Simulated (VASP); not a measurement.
Write the native input for VASP 6.6.1 that does the following.

| Item | Value |
| --- | --- |
| Task | single point |
| Functional | PBEsol |
| Potentials or basis | VASP PAW PBE potentials, release 64 (Pb_d, Se) |
| Cutoff | 520 eV |
| k mesh | 8 × 8 × 8 |
| Occupations | gaussian, width 0.05 eV |
| Spin | no spin polarisation |
| Dipole correction | no |
| Further INCAR settings | ALGO = Normal; EDIFF = 1e-07; NBANDS = 17 |

The structure of PbSe (Clausthalite) lies in POSCAR:

```
PbSe
1.0
    0.0000000000      3.0606500000      3.0606500000
    3.0606500000      0.0000000000      3.0606500000
    3.0606500000      3.0606500000      0.0000000000
Pb Se
1 1
Direct
    0.0000000000      0.0000000000      0.0000000000
    0.5000000000      0.5000000000      0.5000000000
```

The input as run:

INCAR

```
PREC = Accurate
ENCUT = 520
EDIFF = 1E-7
ISMEAR = 0
SIGMA = 0.05
LREAL = F
LASPH = T
NELM = 100
ALGO = Normal
ISIF = 2
LWAVE = F
LCHARG = F
GGA = PS
NBANDS = 17
```

KPOINTS

```
regular mesh
0
Gamma
  8 8 8
```

Potentials or basis: VASP PAW PBE potentials, release 64 (Pb_d, Se).

The run is started by

```console
$ cat potpaw_PBE.64/Pb_d/POTCAR potpaw_PBE.64/Se/POTCAR > POTCAR
$ mpirun -np 1 vasp_std > vasp.out
```

Results of the run:

```
Pressure               : -0.5 GPa
Band gap on the k mesh : 0.20 eV, direct
```

Caveat: the PAW data sets were made with another functional, which shifts forces and pressure a little; spin-orbit coupling is left out, which moves the levels of the heavy elements.

Wall time 9.5 s on 1 thread of Intel(R) Xeon(R) 6975P-C (Granite Rapids), on a shared host, peak memory 0.18 GiB.
